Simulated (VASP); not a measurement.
Input of a VASP 6.6.1 run:

Contents of INCAR:

```
PREC = Accurate
ENCUT = 500
EDIFF = 1E-6
ISMEAR = 0
SIGMA = 0.1
LREAL = F
LASPH = T
NELM = 200
ALGO = Normal
ISIF = 2
LWAVE = F
LCHARG = T
LNONCOLLINEAR = T
MAGMOM = 0 0 0
LORBIT = 11
LSORBIT = T
GGA_COMPAT = F
LORBMOM = T
LMAXMIX = 4
GGA = LIBXC
LIBXC1 = GGA_X_PBE
LIBXC2 = GGA_C_PBE_SOL
LVHAR = T
NBANDS = 21
```

File KPOINTS:

```
Automatic mesh
0
Gamma
  8 8 8
```

Contents of POSCAR:

```
Hf
1.0
   -1.8050000000      1.8050000000      1.8050000000
    1.8050000000     -1.8050000000      1.8050000000
    1.8050000000      1.8050000000     -1.8050000000
Hf
1
Direct
    0.0000000000      0.0000000000      0.0000000000
```

Potentials or basis: VASP PAW PBE potentials, release 64 (Hf_pv).

Command:

```bash
$ cat potpaw_PBE.64/Hf_pv/POTCAR > POTCAR
$ mpirun -np 1 vasp_ncl > vasp.out
```

(1) Predict the pressure.

(2) Predict the net moment.

Answers

(1) -5.7 GPa.

(2) 0.00 μB per cell.

Caveat: the cell stands under tension; the PAW data sets were made with another functional, which shifts forces and pressure a little.
